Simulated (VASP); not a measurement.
# Lu4SiF (P-3m1) in VASP: a series of runs, part 2 of 2

VASP 6.6.1. Earlier steps stand in the parts before.

## 3. Single point, PBE

This run uses another cell than the first one, of 23.58 Å³/atom.

INCAR reads:

```
SYSTEM = Lu4SiF
PREC     = Accurate       ! precision mode
ENCUT    = 520            ! plane-wave cutoff, eV
EDIFF    = 1E-6           ! SCF threshold, eV
ISMEAR   = 0              ! smearing method
SIGMA    = 0.1            ! smearing width, eV
LREAL    = .False.        ! projectors in reciprocal space
LASPH    = .True.         ! aspherical terms in the spheres
NELM     = 100            ! most SCF steps
ALGO     = Normal         ! electronic algorithm
ISIF     = 2              ! what is computed and relaxed
LWAVE    = .False.        ! write WAVECAR
LCHARG   = .False.        ! write CHGCAR
GGA      = PE             ! functional
NBANDS   = 64             ! bands
```

KPOINTS reads:

```
Automatic mesh
0
Gamma
  6 6 2
  0 0 0
```

POSCAR reads:

```
Lu4SiF
1.0
    3.9952398600      0.0000000000      0.0000000000
   -1.9976199300      3.4599792200      0.0000000000
    0.0000000000      0.0000000000     10.2331651300
Lu Si F
4 1 1
Direct
    0.6666666700      0.3333333300      0.7179964200
    0.6666666700      0.3333333300      0.2017543500
    0.3333333300      0.6666666700      0.7982456500
    0.3333333300      0.6666666700      0.2820035800
    0.0000000000      0.0000000000      0.5000000000
    0.0000000000      0.0000000000      0.0000000000
```

Potentials or basis: VASP PAW PBE potentials, release 64 (Lu, Si, F).

Command:

```sh
$ cat potpaw_PBE.64/Lu/POTCAR potpaw_PBE.64/Si/POTCAR potpaw_PBE.64/F/POTCAR > POTCAR
$ mpirun -np 1 vasp_std > vasp.out
```

OUTCAR:

```text
SYSTEM = Lu4SiF
   PREC = Accurate
   ENCUT = 520
   EDIFF = 1E-6
   ISMEAR = 0
   LREAL = .False.
   LASPH = .True.
   NELM = 100
   ISIF = 2
   GGA = PE

 ion  position               nearest neighbor table
   1  0.667  0.333  0.718-   3 2.45   3 2.45   3 2.45   5 3.21   5 3.21   5 3.21
   2  0.667  0.333  0.202-   4 2.45   4 2.45   4 2.45
   3  0.333  0.667  0.798-   1 2.45   1 2.45   1 2.45
   4  0.333  0.667  0.282-   2 2.45   2 2.45   2 2.45   5 3.21   5 3.21   5 3.21
   5  0.000  0.000  0.500-   1 3.21   4 3.21   1 3.21   4 3.21   1 3.21   4 3.21
   6  0.000  0.000  0.000-

  LATTYP: Found a hexagonal cell.
 ALAT       =     3.9952398600
 C/A-ratio  =     2.5613393660

  Lattice vectors:

 A1 = (   3.9952398600,   0.0000000000,   0.0000000000)
 A2 = (  -1.9976199300,   3.4599792200,   0.0000000000)
 A3 = (   0.0000000000,   0.0000000000,  10.2331651300)

Analysis of symmetry for initial positions (statically):
=====================================================================
 Subroutine PRICEL returns:
 Original cell was already a primitive cell.

 Routine SETGRP: Setting up the symmetry group for a
 hexagonal supercell.

 Subroutine GETGRP returns: Found 12 space group operations
 (whereof 12 operations were pure point group operations)
 out of a pool of 24 trial point group operations.

The static configuration has the point symmetry D_3d.

Analysis of symmetry for dynamics (positions and initial velocities):
=====================================================================
 Subroutine PRICEL returns:
 Original cell was already a primitive cell.

 Routine SETGRP: Setting up the symmetry group for a
[... 118 lines left out ...]
   ISMEAR =     0;   SIGMA  =   0.10  broadening in eV -4-tet -1-fermi 0-gaus
   EFERMI_NEDOS =   21; number of points for ismear=-14 and -15
   IALGO  =     38    algorithm
   IMIX   =      4    mixing-type and parameters
     AMIX     =   0.40;   BMIX     =  1.00
     AMIX_MAG =   1.60;   BMIX_MAG =  1.00
  volume/ion in A,a.u.               =      23.58       159.10
  Fermi-wavevector in a.u.,A,eV,Ry     =   1.509989  2.853465 31.022182  2.280066
  Thomas-Fermi vector in A             =   2.620238
   LORBIT       =      0    0 simple, 1 ext, 2 COOP (PROOUT), +10 PAW based schemes
   GGA     = PE    functional components
   LHFCALC =     F    Hartree Fock is set to
   AEXX    =    0.0000 exact exchange contribution
   IVDW    =     0    specifies the selected vdW correction
   LEPSILON=     F    determine dielectric tensor
   LRPA    =     F    only Hartree local field effects (RPA)
 non-spin polarized calculation
 Gauss-broadening in eV      SIGMA  =   0.10
  energy-cutoff  :      520.00
  volume of cell :      141.46
 maximum number of plane-waves:      3842
 NGX is ok and might be reduce to    30
   NGX = 15   NGY = 15   NGZ = 39

 number of electron     111.0000058 magnetization

 Free energy of the ion-electron system (eV)
  ---------------------------------------------------
  ext. energy  EPLUGINS =         0.00000000
  ---------------------------------------------------
  free energy    TOTEN  =       -16.18826661 eV

  energy without entropy =      -16.15072239  energy(sigma->0) =      -16.16949450

 E-fermi :   2.4535     XC(G=0): -10.3615

 val. band max:        2.4519218031   @ k =   0.5000   0.0000   0.5000
 cond. band min:       2.4799343188   @ k =   0.3333   0.0000   0.5000
 fundamental gap:      0.0280125157
 Fermi energy:         2.4534795562

 k-point     1 :       0.0000    0.0000    0.0000
  band No.  band energies     occupation
      1     -54.6422      2.00000
      2     -54.6421      2.00000
      3     -53.7789      2.00000
      4     -53.7789      2.00000
      5     -26.2355      2.00000
      6     -26.2355      2.00000
[... 927 lines left out ...]
     63       4.4780      0.00000
     64       5.3959      0.00000

------------------------ aborting loop because EDIFF is reached ----------------------------------------

  FORCE on cell =-STRESS in cart. coord.  units (eV):
  Direction    XX          YY          ZZ          XY          YZ          ZX
  --------------------------------------------------------------------------------------
  -------------------------------------------------------------------------------------
  Total       15.8204198     15.8204199     -4.6496010      0.0000000      0.0000000     -0.0000000
  in kB      179.1852494    179.1852502    -52.6623136      0.0000000      0.0000000     -0.0000000
  external PRESSURE =     101.9027287 kB  Pullay stress =       0.0000000 kB

 VOLUME and BASIS-vectors are now :
 -----------------------------------------------------------------------------
  energy-cutoff  :      520.00
  volume of cell :      141.46
      direct lattice vectors                 reciprocal lattice vectors
     3.995239860  0.000000000  0.000000000     0.250297863  0.144509538  0.000000000
    -1.997619930  3.459979220  0.000000000     0.000000000  0.289019077  0.000000000
     0.000000000  0.000000000 10.233165130     0.000000000  0.000000000  0.097721476

 POSITION                                       TOTAL-FORCE (eV/Angst)
 -----------------------------------------------------------------------------------
      1.99762      1.15333      7.34738         0.000000      0.000000     -5.974868
      1.99762      1.15333      2.06459        -0.000000      0.000000     -4.510275
     -0.00000      2.30665      8.16858         0.000000     -0.000000      4.510275
     -0.00000      2.30665      2.88579        -0.000000     -0.000000      5.974868
      0.00000      0.00000      5.11658         0.000000      0.000000     -0.000000
      0.00000      0.00000      0.00000         0.000000      0.000000     -0.000000
 -----------------------------------------------------------------------------------
    total drift:                                0.000000      0.000000     -0.000000

  FREE ENERGIE OF THE ION-ELECTRON SYSTEM (eV)
  ---------------------------------------------------
  free  energy   TOTEN  =       -16.1882666126 eV

  energy  without entropy=      -16.1507223948  energy(sigma->0) =      -16.16949450
```

OSZICAR:

```text
N       E                     dE             d eps       ncg     rms          rms(c)
DAV:   1     0.152963635629E+04    0.15296E+04   -0.32909E+04  2560   0.563E+03
DAV:   2     0.260022172364E+03   -0.12696E+04   -0.12076E+04  2520   0.140E+03
DAV:   3     0.230078331811E+02   -0.23701E+03   -0.22710E+03  1992   0.319E+02
DAV:   4    -0.133941175715E+02   -0.36402E+02   -0.34663E+02  2320   0.977E+01
DAV:   5    -0.180387736336E+02   -0.46447E+01   -0.42837E+01  2728   0.267E+01    0.116E+01
DAV:   6    -0.162054503441E+02    0.18333E+01   -0.87724E+00  3376   0.374E+01    0.518E+00
DAV:   7    -0.161771819126E+02    0.28268E-01   -0.25373E+00  2672   0.876E+00    0.238E+00
DAV:   8    -0.161782686057E+02   -0.10867E-02   -0.32248E-01  2872   0.597E+00    0.877E-01
DAV:   9    -0.161847305900E+02   -0.64620E-02   -0.60947E-02  2792   0.602E+00    0.397E-01
DAV:  10    -0.161871718665E+02   -0.24413E-02   -0.19075E-02  2808   0.210E+00    0.242E-01
DAV:  11    -0.161880613065E+02   -0.88944E-03   -0.51052E-03  2480   0.900E-01    0.857E-02
DAV:  12    -0.161882220492E+02   -0.16074E-03   -0.12585E-03  2752   0.691E-01    0.269E-02
DAV:  13    -0.161882494689E+02   -0.27420E-04   -0.37922E-04  2616   0.376E-01    0.160E-02
DAV:  14    -0.161882621763E+02   -0.12707E-04   -0.13164E-04  2408   0.229E-01    0.112E-02
DAV:  15    -0.161882650362E+02   -0.28600E-05   -0.40658E-05  2600   0.104E-01    0.652E-03
DAV:  16    -0.161882663006E+02   -0.12643E-05   -0.18611E-05  2016   0.375E-02    0.334E-03
DAV:  17    -0.161882666126E+02   -0.31207E-06   -0.24773E-06  1496   0.226E-02
   1 F= -.16188267E+02 E0= -.16169495E+02  d E =-.375442E-01
```

It took 2 min on 1 thread of AMD EPYC 9R45 (Zen 5), shared host; peak memory 0.28 GiB.

What came out:

```yaml
Free_energy: -16.1883 eV
Pressure: 10.2 GPa
Largest_force: 5.975 eV/Å
Band_gap_on_the_k_mesh: zero (an odd number of electrons rules out a gap without spin polarisation)
```

Forces on the atoms (eV/Å):
```
Lu   0.000  0.000 -5.975
Lu   0.000  0.000 -4.510
Lu   0.000  0.000  4.510
Lu   0.000  0.000  5.975
Si   0.000  0.000  0.000
F    0.000  0.000  0.000
```

Stress tensor (GPa, compression positive):
```
17.92  0.00  0.00
 0.00 17.92  0.00
 0.00  0.00 -5.27
```

Caveat: the stress differs along the axes, from -5 to 18 GPa; spin-orbit coupling is left out, which moves the levels of the heavy elements; forces of over 1 eV/Å act on the atoms, so gaps and moduli don't describe the material at rest.

The gap in the log of VASP goes by the Fermi energy; the results here count the filled bands.